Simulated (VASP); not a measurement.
Input of a VASP 6.6.1 run:

Contents of POSCAR:

```
TaN
1.0
    2.9379988584      0.0000000000      0.0000000000
   -1.4689994292      2.5443816477      0.0000000000
    0.0000000000      0.0000000000      2.8830000000
Ta N
1 1
Direct
    0.3333333333      0.6666666667      0.5000000000
    0.0196511400      0.0393022800     -0.0693721818
```

Contents of INCAR.step1:

```
PREC = Accurate ; ENCUT = 520
ISMEAR = 0 ; SIGMA = 0.15
LREAL = F ; LASPH = T
NELM = 60 ; NBANDS = 15
GGA = PE ; ALGO = Normal
EDIFF = 1E-4 ; LWAVE = T
LCHARG = F
```

INCAR.step2

```
PREC = Accurate ; ENCUT = 520
EDIFF = 1E-6 ; ISMEAR = 0
SIGMA = 0.15 ; LREAL = F
LASPH = T ; NELM = 60
ALGO = Normal ; ISIF = 2
LWAVE = F ; LCHARG = T
METAGGA = R2SCAN ; LMIXTAU = T
LELF = T ; LVHAR = T
NBANDS = 15 ; ISTART = 1
```

The input KPOINTS:

```
Automatic mesh
0
Gamma
  18 18 16
```

Potentials or basis: VASP PAW PBE potentials, release 64 (Ta_pv, N).

Launch:

```bash
$ cat potpaw_PBE.64/Ta_pv/POTCAR potpaw_PBE.64/N/POTCAR > POTCAR
$ cp INCAR.step1 INCAR
$ mpirun -np 1 vasp_std > vasp.out
$ cp INCAR.step2 INCAR
$ mpirun -np 1 vasp_std > vasp.out
```

Q: What does it give for the band gap on the k mesh?

A: 0.01 eV (least direct gap 0.24 eV).

Q: Estimate the pressure.

A: 11.7 GPa.

Q: Estimate the largest force.

A: 3.599 eV/Å.

Forces on the atoms (eV/Å):
```
Ta   0.000  1.598 -3.225
N    0.000 -1.598  3.225
```

Caveat: the cell differs from its parent crystal (atom 2 (N) moved by (+0.100, -0.200) A along y and z); the stress differs along the axes, from 6 to 14 GPa; the PAW data sets were made with another functional, which shifts forces and pressure a little; spin-orbit coupling is left out, which moves the levels of the heavy elements. A k mesh can miss the band edges.
